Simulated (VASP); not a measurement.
# LiAg3Cl3: single point with PBE

The system is LiAg3Cl3.

```
Li Ag Cl
1.0
     5.79834    0.00000    0.00000
     0.00000    3.36878    0.00000
    -2.89917    0.00000    5.02151
Li Ag Cl
1 3 3
Direct
  0.66670 0.50000 0.33330
  0.19129 0.50000 0.80871
  0.61742 0.50000 0.80871
  0.80871 0.00000 0.19129
  0.19129 0.50000 0.38258
  0.80871 0.00000 0.61742
  0.38258 0.00000 0.19129
```

The cell was built from a structure type or drawn by symmetry, and may not be a known phase.

```json
{"Program": "VASP 6.6.1", "Task": "single point", "Functional": "PBE", "Potentials or basis": "VASP PAW PBE potentials, release 64 (Li_sv, Ag, Cl)", "Cutoff": "520 eV", "k mesh": "3 × 6 × 3", "Occupations": "gaussian, width 0.1 eV", "Spin": "collinear spin", "Starting moments": "[0.0, 1.0, 1.0, 1.0, 0.0, 0.0, 0.0] μB", "Dipole correction": "no", "Further INCAR settings": "ALGO = Normal; EDIFF = 1e-06; NBANDS = 42"}
```

The largest force is 3.782 eV/Å and the net moment is 0.00 μB per cell. The valence electrons inside the program's atomic spheres are Li 2.16; Ag 9.98, 10.06, 10.12; Cl 5.14, 5.21, 5.23.

Forces on the atoms (eV/Å):
```
Li  -1.286  0.000  0.326
Ag  -0.978  0.000  0.586
Ag   1.273  0.000 -0.534
Ag   2.976  0.000 -0.866
Cl  -2.331  0.000  0.850
Cl   1.068  0.000  3.351
Cl  -0.721  0.000 -3.712
```

Levels at points of the mesh, in eV from the Fermi level:
Spin up:
```
           k point  band 26  band 27  band 28  band 29  band 30  band 31
(0.00, 0.00, 0.00)    -2.57    -1.93    -1.48    -1.36     2.15     3.29
(0.00, 0.50, 0.00)    -2.59    -2.48    -0.95     1.16     2.24     2.33
```
Spin down:
| k point | band 25 | band 26 | band 27 | band 28 | band 29 | band 30 | band 31 | band 32 |
| --- | --- | --- | --- | --- | --- | --- | --- | --- |
| (0.00, 0.00, 0.00) | -2.86 | -2.57 | -1.93 | -1.48 | -1.36 | 2.15 | 3.29 | 5.40 |
| (0.00, 0.50, 0.00) | -3.38 | -2.59 | -2.48 | -0.95 | 1.16 | 2.24 | 2.33 | 3.54 |

It took 82 s on 1 thread of Intel(R) Xeon(R) 6975P-C (Granite Rapids) (shared host), peak memory 0.35 GiB.

Caveat: the k points lie up to 0.42 Å⁻¹ apart; forces of over 1 eV/Å act on the atoms, so gaps and moduli don't describe the material at rest.
